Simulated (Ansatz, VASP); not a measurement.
Two plane-wave programs on TaN

```
CELL_PARAMETERS angstrom
0.00000 2.19810 2.19810
2.19810 0.00000 2.19810
2.19810 2.19810 0.00000
ATOMIC_POSITIONS crystal
Ta 0.00000 0.00000 0.00000
N 0.50000 0.50000 0.50000
```

Alike in both runs: functional r2SCAN; k mesh 17 × 17 × 17; occupations fermi-dirac, width 0.05 eV; no spin polarisation.

Ansatz relaxed the structure, and its values are those at the end. VASP's run is a single point on that final structure, the one shown.

```csv
,VASP,Ansatz
version,VASP 6.6.1,Ansatz 0.2.0
potentials or method,"VASP PAW PBE potentials, release 64 (Ta_pv, N)","PAW with Ansatz's default frozen-core files, scalar-relativistic"
plane-wave cutoff (eV),520,500
valence electrons in the cell,16,18
```

|  | VASP | Ansatz | Ansatz less VASP |
| --- | --- | --- | --- |
| pressure (GPa) | 1.9 | 0.0 | -1.93 |

VASP's potentials were made for PBE, not for r2SCAN. VASP's potentials hold 16 valence electrons a cell and Ansatz's 18, so a difference there can come from the potentials and not from the codes.

Spin-orbit coupling is off throughout.
